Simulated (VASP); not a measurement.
Wanted: the native input for a VASP 6.6.1 run.

```
Task                   : electric field gradients
Functional             : LDA
Potentials or basis    : VASP PAW LDA potentials, release 64 (B, As)
Cutoff                 : 520 eV
k mesh                 : 13 × 13 × 13
Occupations            : fermi-dirac, width 0.05 eV
Spin                   : no spin polarisation
Dipole correction      : no
Further INCAR settings : ALGO = Normal; EDIFF = 1e-08; NBANDS = 11
```

The structure of BAs lies in POSCAR:

```
BAs
1.0
    0.0000000000      2.4362700000      2.3885000000
    2.4362700000      0.0000000000      2.3885000000
    2.4362700000      2.4362700000      0.0000000000
B As
1 1
Direct
    0.0000000000      0.0000000000      0.0000000000
    0.7500000000      0.7500000000      0.7500000000
```

This cell differs from its parent crystal: equal xx and yy strain of +2 %.

One way to write it, as run:

INCAR

```
PREC = Accurate
ENCUT = 520
EDIFF = 1E-8
ISMEAR = -1
SIGMA = 0.05
LREAL = F
LASPH = T
NELM = 80
ALGO = Normal
ISIF = 2
LWAVE = F
LCHARG = F
GGA = CA
LEFG = T
NBANDS = 11
```

KPOINTS

```
regular mesh
0
Gamma
  13 13 13
```

Potentials or basis: VASP PAW LDA potentials, release 64 (B, As).

Launch:

```console
$ cat potpaw_LDA.64/B/POTCAR potpaw_LDA.64/As/POTCAR > POTCAR
$ mpirun -np 1 vasp_std > vasp.out
```

Results of the run:

```json
{
  "Pressure": "-8.0 GPa",
  "Band gap on the k mesh": "0.87 eV, indirect (least direct gap 3.00 eV)"
}
```

Caveat: the cell differs from its parent crystal (equal xx and yy strain of +2 %); without QUAD_EFG the Cq values of the log hold for a quadrupole moment of 1 mb, not for the nuclei.

Run time: 41 s on 1 thread of Intel Xeon 6975P-C, with other jobs on the host, peak memory 0.19 GiB.
